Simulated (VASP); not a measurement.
The system is Zn3O.

```
Zn O
1.0
    -1.77512    1.77512    3.96521
     1.77512   -1.77512    3.96521
     1.77512    1.77512   -3.96521
Zn O
3 1
Direct
  0.50000 0.50000 0.00000
  0.25000 0.75000 0.50000
  0.75000 0.25000 0.50000
  0.00000 0.00000 0.00000
```

| Item | Value |
| --- | --- |
| Program | VASP 6.6.1 |
| Task | relaxation of cell and atoms |
| Functional | PBE |
| Potentials or basis | VASP PAW PBE potentials, release 64 (Zn, O) |
| Cutoff | 600 eV |
| k mesh | 6 × 6 × 6 |
| Occupations | gaussian, width 0.1 eV |
| Spin | no spin polarisation |

At the start: pressure 4.6 GPa; volume 12.49 Å³/atom.

Task: How do energy, volume and symmetry change on relaxing?

Result: Over 13 steps the energy falls by 75.3 meV/atom and the volume is 13.66 Å³/atom (+9.3 %); space group I4/mmm (No. 139, to 0.1 Å) before and after.

Step by step:
```csv
step,energy change (eV),largest force (eV/Å),pressure (GPa),volume (Å³)
1,0.0000,0.0000,4.65,49.98
2,-0.0547,0.0000,-0.77,52.64
3,-0.0554,0.0000,-1.52,53.08
4,-0.0894,0.0000,-1.44,53.02
5,-0.1919,0.0000,-0.17,52.70
6,-0.2249,0.0000,7.20,51.33
7,-0.2640,0.0000,2.67,52.10
8,-0.2667,0.0000,3.80,51.89
9,-0.2841,0.0000,2.93,52.71
10,-0.2910,0.0000,1.47,54.58
11,-0.2939,0.0000,1.97,53.90
12,-0.3001,0.0000,0.86,54.32
13,-0.3013,0.0000,0.07,54.64
```

Final structure:
```yaml
crystal:
  lattice:
    - [-1.65915, 1.65915, 4.96189]
    - [1.65915, -1.65915, 4.96189]
    - [1.65915, 1.65915, -4.96189]
  atoms:
    - { symbol: Zn, position: [0.50000, 0.50000, 0.00000] }
    - { symbol: Zn, position: [0.25000, 0.75000, 0.50000] }
    - { symbol: Zn, position: [0.75000, 0.25000, 0.50000] }
    - { symbol: O, position: [0.00000, 0.00000, 0.00000] }
```

Caveat: a cell axis changed by over 15 % at a fixed basis, so the end point is rough.
